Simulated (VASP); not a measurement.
# Si (I4_1/amd) in VASP: single point with PBE

Aim: the single point of Si with PBE.

Program: VASP 6.6.1. These are calculated values, not measurements. Logs are shortened: lines on timing, memory, paths and dates and some standing lists are left out, and cuts for length are marked.

### Step 1. The cell of the first run

The structure is tetragonal, space group I4_1/amd (No. 141). The conventional cell has a = 3.682 Å, b = 3.682 Å, c = 1.949 Å, α = 90.00°, β = 90.00°, γ = 90.00°. Si (site symmetry -4m2) has 10 Si at 1.90 to 2.35 Å within 2.5 Å.

### Step 2. Single point, PBE (6.60 Å³/atom)

POSCAR reads:

```
Si
1.0
   -1.8409060598      1.8409060598      0.9742955539
    1.8409060598     -1.8409060598      0.9742955539
    1.8409060598      1.8409060598     -0.9742955539
Si
2
Direct
   -0.3750000000     -0.1250000000     -0.2500000000
    0.3750000000      0.1250000000      0.2500000000
```

INCAR.step1 reads:

```
  ALGO = Normal
  EDIFF = 1E-6
  ENCUT = 520
  GGA = PE
  ISIF = 2
  ISMEAR = -1
  LASPH = T
  LCHARG = T
  LREAL = F
  LWAVE = F
  NBANDS = 11
  NELM = 100
  PREC = Accurate
  SIGMA = 0.1
```

KPOINTS.step1 reads:

```
k-points
0
Gamma
  18 18 18
```

INCAR.step2 reads:

```
  ALGO = Normal
  EDIFF = 1E-6
  ENCUT = 520
  GGA = PE
  ICHARG = 11
  ISIF = 2
  ISMEAR = -5
  LASPH = T
  LCHARG = F
  LORBIT = 10
  LREAL = F
  LWAVE = F
  NEDOS = 1001
  NELM = 100
  PREC = Accurate
  SIGMA = 0.1
```

KPOINTS.step2 reads:

```
k-points
0
Gamma
  27 27 27
```

Potentials or basis: VASP PAW PBE potentials, release 64 (Si).

The run is started by

```sh
$ cat potpaw_PBE.64/Si/POTCAR > POTCAR
$ cp INCAR.step1 INCAR
$ cp KPOINTS.step1 KPOINTS
$ mpirun -np 1 vasp_std > vasp.out
$ cp INCAR.step2 INCAR
$ cp KPOINTS.step2 KPOINTS
$ mpirun -np 1 vasp_std > vasp.out
```

OUTCAR:

```text
EDIFF = 1E-6
   ENCUT = 520
   GGA = PE
   ICHARG = 11
   ISIF = 2
   ISMEAR = -5
   LASPH = T
   LORBIT = 10
   LREAL = F
   NELM = 100
   PREC = Accurate

 ion  position               nearest neighbor table
   1  0.625  0.875  0.750-   2 1.90   2 1.90   2 1.90   2 1.90   2 2.35   2 2.35   2 2.35   2 2.35
                             2 3.05   2 3.05
   2  0.375  0.125  0.250-   1 1.90   1 1.90   1 1.90   1 1.90   1 2.35   1 2.35   1 2.35   1 2.35
                             1 3.05   1 3.05

  LATTYP: Found a body centered tetragonal cell.
 ALAT       =     3.6818121196
 C/A-ratio  =     0.5292478390

  Lattice vectors:

 A1 = (  -1.8409060598,   1.8409060598,   0.9742955539)
 A2 = (   1.8409060598,  -1.8409060598,   0.9742955539)
 A3 = (   1.8409060598,   1.8409060598,  -0.9742955539)

Analysis of symmetry for initial positions (statically):
=====================================================================
 Subroutine PRICEL returns:
 Original cell was already a primitive cell.

 Routine SETGRP: Setting up the symmetry group for a
 body centered tetragonal supercell.

 Subroutine GETGRP returns: Found 16 space group operations
 (whereof  4 operations were pure point group operations)
 out of a pool of 16 trial point group operations.

The static configuration has the point symmetry C_2h.
 The point group associated with its full space group is D_4h.

Analysis of symmetry for dynamics (positions and initial velocities):
=====================================================================
 Subroutine PRICEL returns:
 Original cell was already a primitive cell.

 Routine SETGRP: Setting up the symmetry group for a
 body centered tetragonal supercell.

 Subroutine GETGRP returns: Found 16 space group operations
 (whereof  4 operations were pure point group operations)
 out of a pool of 16 trial point group operations.

The dynamic configuration has the point symmetry C_2h.
 The point group associated with its full space group is D_4h.

 Subroutine INISYM returns: Found 16 space group operations
 (whereof  4 operations are pure point group operations),
 and found     1 'primitive' translations

----------------------------------------------------------------------------------------

                                     Primitive cell

  volume of cell :      13.2073

  direct lattice vectors                    reciprocal lattice vectors
    -1.840906060  1.840906060  0.974295554     0.000000000  0.271605385  0.513191298
     1.840906060 -1.840906060  0.974295554     0.271605385  0.000000000  0.513191298
     1.840906060  1.840906060 -0.974295554     0.271605385  0.271605385  0.000000000

  length of vectors
     2.779770147  2.779770147  2.779770147     0.580633097  0.580633097  0.384108020

  position of ions in fractional coordinates (direct lattice)
     0.625000000  0.875000000  0.750000000
     0.375000000  0.125000000  0.250000000

  ion indices of the primitive-cell ions
   primitive index   ion index
                 1           1
                 2           2

----------------------------------------------------------------------------------------

 KPOINTS: k-points

Automatic generation of k-mesh.
 Grid dimensions read from file:
 generate k-points for:   27   27   27

 Generating k-lattice:

  Cartesian coordinates                     Fractional coordinates (reciprocal lattice)
     0.000000000  0.010059459  0.019007085     0.037037037 -0.000000000  0.000000000
     0.010059459  0.000000000  0.019007085    -0.000000000  0.037037037  0.000000000
     0.010059459  0.010059459  0.000000000     0.000000000  0.000000000  0.037037037

  Length of vectors
     0.021504930  0.021504930  0.014226223

  Shift w.r.t. Gamma in fractional coordinates (k-lattice)
     0.000000000  0.000000000  0.000000000

 TETIRR: Found  48351 inequivalent tetrahedra from   118098

 Subroutine IBZKPT returns following result:
 ===========================================

 Found   1470 irreducible k-points:

 Following reciprocal coordinates:
            Coordinates               Weight
  0.000000  0.000000  0.000000      1.000000
  0.037037  0.000000 -0.000000      8.000000
  0.074074  0.000000 -0.000000      8.000000
  0.111111  0.000000 -0.000000      8.000000
  0.148148  0.000000 -0.000000      8.000000
  0.185185  0.000000  0.000000      8.000000
[... 16 lines left out ...]
  0.333333  0.037037 -0.000000     16.000000
  0.370370  0.037037 -0.000000     16.000000
 [... further k-points ...]
   k-points           NKPTS =   1470   k-points in BZ     NKDIM =   1470   number of bands    NBANDS=      8
   number of dos      NEDOS =   1001   number of ions     NIONS =      2
   total plane-waves  NPLWV =  13824
   dimension x,y,z NGX =    24 NGY =   24 NGZ =   24
   dimension x,y,z NGXF=    48 NGYF=   48 NGZF=   48
   ions per type =               2
   NGX,Y,Z   is equivalent  to a cutoff of  14.35, 14.35, 14.35 a.u.
   NGXF,Y,Z  is equivalent  to a cutoff of  28.71, 28.71, 28.71 a.u.
 SYSTEM =  unknown system
   PREC   = accura    normal or accurate (medium, high low for compatibility)
   ISTART =      0    job   : 0-new  1-cont  2-samecut
   ICHARG =     11    charge: 1-file 2-atom 10-const
   ISPIN  =      1    spin polarized calculation?
   LNONCOLLINEAR =      F non collinear calculations
   LSORBIT =      F    spin-orbit coupling
   LASPH  =      T    aspherical Exc in radial PAW
   ENCUT  =  520.0 eV  38.22 Ry    6.18 a.u.   5.17  5.17  5.17*2*pi/ulx,y,z
   NELM   =    100;   NELMIN=  2; NELMDL=  0     # of ELM steps
   EDIFF  = 0.1E-05   stopping-criterion for ELM
   LREAL  =      F    real-space projection
   EDIFFG = 0.1E-04   stopping-criterion for IOM
   NSW    =      0    number of steps for IOM
   IBRION =     -1    ionic relax: 0-MD 1-quasi-New 2-CG
   NFREE  =      0    steps in history (QN), initial steepest desc. (CG)
   ISIF   =      2    stress and relaxation
   ISYM   =      2    0-nonsym 1-usesym 2-fastsym
   POTIM  = 0.5000    time-step for ionic-motion
   TEBEG  =    0.0;   TEEND  =   0.0 temperature during run
   PSTRESS=    0.0 pullay stress
   NELECT =       8.0000    total number of electrons
   NUPDOWN=      -1.0000    fix difference up-down
   EMIN   =  10.00;   EMAX   =-10.00  energy-range for DOS
   EFERMI =   0.00;   METHOD = LEGACY
   ISMEAR =    -5;   SIGMA  =   0.10  broadening in eV -4-tet -1-fermi 0-gaus
   EFERMI_NEDOS =   21; number of points for ismear=-14 and -15
   IALGO  =     38    algorithm
   IMIX   =      4    mixing-type and parameters
     AMIX     =   0.40;   BMIX     =  1.00
     AMIX_MAG =   1.60;   BMIX_MAG =  1.00
  volume/ion in A,a.u.               =       6.60        44.56
  Fermi-wavevector in a.u.,A,eV,Ry     =   1.385161  2.617574 26.105094  1.918670
  Thomas-Fermi vector in A             =   2.509597
   LORBIT       =     10    0 simple, 1 ext, 2 COOP (PROOUT), +10 PAW based schemes
   GGA     = PE    functional components
   LHFCALC =     F    Hartree Fock is set to
   AEXX    =    0.0000 exact exchange contribution
   IVDW    =     0    specifies the selected vdW correction
   LEPSILON=     F    determine dielectric tensor
   LRPA    =     F    only Hartree local field effects (RPA)
 non-spin polarized calculation
 Fermi weights with tetrahedron method with Bloechl corrections
  energy-cutoff  :      520.00
  volume of cell :       13.21
 maximum number of plane-waves:       374
 NGX is ok and might be reduce to    24

 number of electron       8.0000000 magnetization

 Free energy of the ion-electron system (eV)
  ---------------------------------------------------
  ext. energy  EPLUGINS =         0.00000000
  ---------------------------------------------------
  free energy    TOTEN  =         3.21347494 eV

  energy without entropy =        3.21347494  energy(sigma->0) =        3.21347494

 E-fermi :  23.6458     XC(G=0): -14.6603

 val. band max:       23.8730573485   @ k =  -0.1481  -0.3704   0.1111
 cond. band min:      23.5035831400   @ k =  -0.1481  -0.1481   0.1481
 fundamental gap:     -0.3694742085
 Fermi energy:        23.6458098225

 k-point     1 :       0.0000    0.0000    0.0000
  band No.  band energies     occupation
      1       0.7043      2.00000
      2      19.2920      2.00000
      3      19.2920      2.00000
      4      19.8420      2.00000
      5      23.7538      0.00000
      6      32.5568      0.00000
      7      36.0660      0.00000
      8      41.6597      0.00000

 k-point     2 :       0.0370    0.0000   -0.0000
  band No.  band energies     occupation
      1       0.7706      2.00000
      2      18.8617      2.00000
      3      19.2484      2.00000
      4      20.3934      2.00000
      5      23.8682      0.00000
      6      32.5138      0.00000
      7      35.8063      0.00000
      8      41.7060      0.00000

 k-point     3 :       0.0741    0.0000   -0.0000
  band No.  band energies     occupation
      1       0.9694      2.00000
      2      18.3529      2.00000
      3      19.1372      2.00000
      4      21.2655      2.00000
      5      24.1837      0.00000
      6      32.3784      0.00000
      7      35.0882      0.00000
      8      39.7099      0.00000

 k-point     4 :       0.1111    0.0000   -0.0000
  band No.  band energies     occupation
      1       1.2999      2.00000
      2      17.9479      2.00000
      3      19.0018      2.00000
      4      22.2757      2.03126
      5      24.6302      0.00000
      6      32.1212      0.00000
      7      33.9853      0.00000
      8      37.4056      0.00000

 k-point     5 :       0.1481    0.0000   -0.0000
  band No.  band energies     occupation
      1       1.7604      2.00000
      2      17.6582      2.00000
      3      18.8827      2.00000
      4      23.4119      1.57788
      5      25.1095      0.00000
      6      31.5442      0.00000
      7      32.7170      0.00000
      8      35.2281      0.00000

 k-point     6 :       0.1852    0.0000    0.0000
  band No.  band energies     occupation
      1       2.3493      2.00000
      2      17.4861      2.00000
      3      18.8070      2.00000
      4      24.6705     -0.10552
      5      25.4741      0.00000
      6      30.1293      0.00000
      7      32.0406      0.00000
      8      33.1781      0.00000

 k-point     7 :       0.2222   -0.0000    0.0000
  band No.  band energies     occupation
      1       3.0640      2.00000
      2      17.4322      2.00000
      3      18.7859      2.00000
      4      25.4290      0.00000
      5      26.0459      0.00000
      6      28.5384      0.00000
      7      31.2632      0.00000
      8      31.7621      0.00000
[... 133 lines left out ...]
 k-point    20 :       0.2222    0.0370   -0.0000
  band No.  band energies     occupation
      1       3.7324      2.00000
      2      17.7594      2.00000
      3      19.5379      2.00000
      4      24.6124     -0.09643
      5      26.6209      0.00000
      6      27.4669      0.00000
      7      29.4217      0.00000
      8      32.0979      0.00000

 k-point    21 :       0.2593    0.0370    0.0000
  band No.  band energies     occupation
      1       4.6628      2.00000
      2      17.9015      2.00000
      3      19.5694      2.00000
      4      23.3187      1.65331
      5      26.5516      0.00000
      6      27.5081      0.00000
      7      28.6143      0.00000
      8      31.9231      0.00000

 k-point    22 :       0.2963    0.0370   -0.0000
  band No.  band energies     occupation
      1       5.7086      2.00000
      2      18.1224      2.00000
      3      19.4243      2.00000
      4      21.8987      2.00000
      5      25.5882     -0.00873
      6      26.6461      0.00000
      7      30.0388      0.00000
      8      31.5439      0.00000

 k-point    23 :       0.3333    0.0370   -0.0000
  band No.  band energies     occupation
      1       6.8641      2.00000
      2      18.0664      2.00000
      3      18.9447      2.00000
      4      21.2041      2.00000
      5      24.3401      0.06614
      6      25.9379      0.00000
      7      31.0748      0.00000
      8      31.8040      0.00000

 k-point    24 :       0.3704    0.0370   -0.0000
  band No.  band energies     occupation
      1       8.1201      2.00000
      2      16.7609      2.00000
      3      19.2086      2.00000
      4      21.1850      2.00000
      5      23.1243      1.79219
      6      25.3029      0.00000
      7      30.7704      0.00000
      8      32.3963      0.00000

 [... further k-points ...]

------------------------ aborting loop because EDIFF is reached ----------------------------------------

  FORCE on cell =-STRESS in cart. coord.  units (eV):
  Direction    XX          YY          ZZ          XY          YZ          ZX
  --------------------------------------------------------------------------------------
  -------------------------------------------------------------------------------------
  Total       40.6642415     40.6642415     40.4958482     -0.0000000     -0.0000000      0.0000000
  in kB     4932.9792867   4932.9792867   4912.5514890     -0.0000000     -0.0000000      0.0000000
  external PRESSURE =    4926.1700208 kB  Pullay stress =       0.0000000 kB

 VOLUME and BASIS-vectors are now :
 -----------------------------------------------------------------------------
  energy-cutoff  :      520.00
  volume of cell :       13.21
      direct lattice vectors                 reciprocal lattice vectors
    -1.840906060  1.840906060  0.974295554     0.000000000  0.271605385  0.513191298
     1.840906060 -1.840906060  0.974295554     0.271605385  0.000000000  0.513191298
     1.840906060  1.840906060 -0.974295554     0.271605385  0.271605385  0.000000000

 POSITION                                       TOTAL-FORCE (eV/Angst)
 -----------------------------------------------------------------------------------
      1.84091      0.92045      0.73072        -0.000000      0.000000     -0.000000
      0.00000      0.92045      0.24357         0.000000     -0.000000      0.000000
 -----------------------------------------------------------------------------------
    total drift:                                0.000000      0.000000      0.000000

  FREE ENERGIE OF THE ION-ELECTRON SYSTEM (eV)
  ---------------------------------------------------
  free  energy   TOTEN  =         3.2134749352 eV

  energy  without entropy=        3.2134749352  energy(sigma->0) =        3.21347494

 total charge

# of ion       s       p       d       tot
------------------------------------------
    1        0.937   1.572   0.000   2.509
    2        0.937   1.572   0.000   2.509
--------------------------------------------------
tot          1.874   3.143   0.000   5.018
```

It took 76 s on 1 thread of Intel Xeon 6975P-C (Granite Rapids), shared host; peak memory 0.3 GiB.

What came out:

| Quantity | Value |
| --- | --- |
| Valence electrons inside the program's atomic spheres | Si 2.51 |
